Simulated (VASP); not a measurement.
Wanted: the native input for a VASP 6.6.1 run.

* Task: single point
* Functional: LDA
* Potentials or basis: VASP PAW LDA potentials, release 64 (K_sv, Ti_sv, F)
* Cutoff: 520 eV
* k mesh: 6 × 6 × 6
* Occupations: gaussian, width 0.02 eV
* Spin: no spin polarisation
* Dipole correction: no
* Further INCAR settings: ALGO = Normal; EDIFF = 1e-06; NBANDS = 46

The structure of K2TiF6 lies in POSCAR:

```
K2TiF6
1.0
    5.5938897573      0.0000000000      0.0000000000
   -2.7969448786      4.8444506358      0.0000000000
    0.0000000000      0.0000000000      4.4946271191
K Ti F
2 1 6
Direct
    0.3333333333      0.6666666667      0.7011422301
    0.6666666667      0.3333333333      0.2988577699
    0.0000000000      0.0000000000      0.0000000000
    0.1593147686      0.8406852314      0.2298290577
    0.1593147686      0.3186295371      0.2298290577
    0.6813704629      0.8406852314      0.2298290577
    0.8406852314      0.1593147686      0.7701709423
    0.3186295371      0.1593147686      0.7701709423
    0.8406852314      0.6813704629      0.7701709423
```

This cell differs from its parent crystal: volume scaled by 1.03, then relaxed in part.

These files were run (other wordings do the same):

INCAR

```
PREC     = Accurate       # precision mode
ENCUT    = 520            # plane-wave cutoff, eV
EDIFF    = 1E-6           # SCF threshold, eV
ISMEAR   = 0              # smearing method
SIGMA    = 0.02           # smearing width, eV
LREAL    = F              # projectors in reciprocal space
LASPH    = T              # aspherical terms in the spheres
NELM     = 80             # most SCF steps
ALGO     = Normal         # electronic algorithm
ISIF     = 2              # what is computed and relaxed
LWAVE    = F              # write WAVECAR
LCHARG   = F              # write CHGCAR
GGA      = CA             # functional
NBANDS   = 46             # bands
```

KPOINTS

```
regular mesh
0
Gamma
  6 6 6
```

Potentials or basis: VASP PAW LDA potentials, release 64 (K_sv, Ti_sv, F).

Launch:

```console
$ cat potpaw_LDA.64/K_sv/POTCAR potpaw_LDA.64/Ti_sv/POTCAR potpaw_LDA.64/F/POTCAR > POTCAR
$ mpirun -np 1 vasp_std > vasp.out
```

Results of the run:

```json
{
  "Pressure": "-0.5 GPa",
  "Largest force": "0.152 eV/Å",
  "Band gap on the k mesh": "5.01 eV, indirect (least direct gap 5.01 eV)"
}
```

It took 9.9 min on 1 thread of AMD EPYC 7R13, with other jobs on the host, peak memory 0.27 GiB.
